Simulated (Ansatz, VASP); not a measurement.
Rb4Au3 in VASP and in Ansatz

```
Rb Au
1.0
     7.07461    0.00000    0.00000
     0.00000    7.07461    0.00000
     0.00000    0.00000    7.07461
Rb Au
4 3
Cartesian
  3.5373 3.5373 3.5373
  3.5373 0.0000 0.0000
  0.0000 3.5373 0.0000
  0.0000 0.0000 3.5373
  3.5373 3.5373 0.0000
  0.0000 3.5373 3.5373
  3.5373 0.0000 3.5373
```

Change from the starting cell: relaxed end of: species swapped into the W3N4 type (Pm-3m, No. 221).

Alike in both runs: functional PBE; k mesh 6 × 6 × 6; occupations gaussian, width 0.1 eV; no spin polarisation.

Ansatz relaxed the structure, and its values are those at the end. VASP's run is a single point on that final structure, the one shown.

|  | VASP | Ansatz |
| --- | --- | --- |
| version | VASP 6.6.1 | Ansatz 0.2.0 |
| potentials or method | VASP PAW PBE potentials, release 64 (Rb_sv, Au), cutoff 520 eV | scalar-relativistic, plane waves, PAW |
| valence electrons in the cell | 69 | 93 |

```tsv
	VASP	Ansatz	Ansatz less VASP
gap on the k mesh at the Fermi level (eV)	none	none	-
pressure (GPa)	0.0	0.0	+0.01
```

A gap of «none» marks a metal or a gap that the smearing closes. VASP's potentials hold 69 valence electrons a cell and Ansatz's 93, so a difference there can come from the potentials and not from the codes.

Spin-orbit coupling is off throughout.
